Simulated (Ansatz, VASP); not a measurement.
# KCl in VASP and in Ansatz

INCAR

```
SYSTEM = KCl
ALGO = Normal ; EDIFF = 1E-6
ENCUT = 500 ; GGA = PE
GGA_COMPAT = .False. ; ISIF = 2
ISMEAR = 0 ; LASPH = .True.
LCHARG = .False. ; LREAL = .False.
LWAVE = .False. ; NBANDS = 15
NELM = 120 ; PREC = Accurate
SIGMA = 0.05
```

The input KPOINTS:

```
k-points
0
Gamma
  4 4 4
  0 0 0
```

The input POSCAR:

```
KCl
1.0
    3.8676694533      0.0000000000      0.0000000000
    0.0000000000      3.8676694533      0.0000000000
    0.0000000000      0.0000000000      3.8676694533
K Cl
1 1
Direct
    0.0000000000      0.0000000000      0.0000000000
    0.5000000000      0.5000000000      0.5000000000
```

Input for Ansatz:

```yaml
crystal:
  lattice:
    - [3.8676694533, 0.0, 0.0]
    - [0.0, 3.8676694533, 0.0]
    - [0.0, 0.0, 3.8676694533]
  atoms:
    - { symbol: K, position: [0.0, 0.0, 0.0] }
    - { symbol: Cl, position: [0.5, 0.5, 0.5] }
basis:
  ecutwfc: 420
kpoints:
  mp_grid: { grid: [4, 4, 4] }
hamiltonian:
  xc: pbe
scf:
  occupations: { method: gaussian, width: 0.05 }
output:
  forces: true
  stress: true
  eigenvalues: true
```

Alike in both runs: task single point; functional PBE; k mesh 4 × 4 × 4; occupations gaussian, width 0.05 eV; no spin polarisation.

|  | VASP | Ansatz |
| --- | --- | --- |
| version | VASP 6.6.1 | Ansatz 0.2.0 |
| potentials or method | VASP PAW PBE potentials, release 64 (K_sv, Cl), cutoff 500 eV | scalar-relativistic, plane waves, PAW |
| valence electrons in the cell | 16 | 16 |

```tsv
	VASP	Ansatz	Ansatz less VASP
gap on the k mesh at the Fermi level (eV)	4.70	4.71	+0.001
least direct gap on the mesh (eV)	4.90	4.90	+0.001
pressure (GPa)	-0.4	-0.4	+0.01
```

With one functional, cell and mesh, what is left measures potentials, basis and numerics.
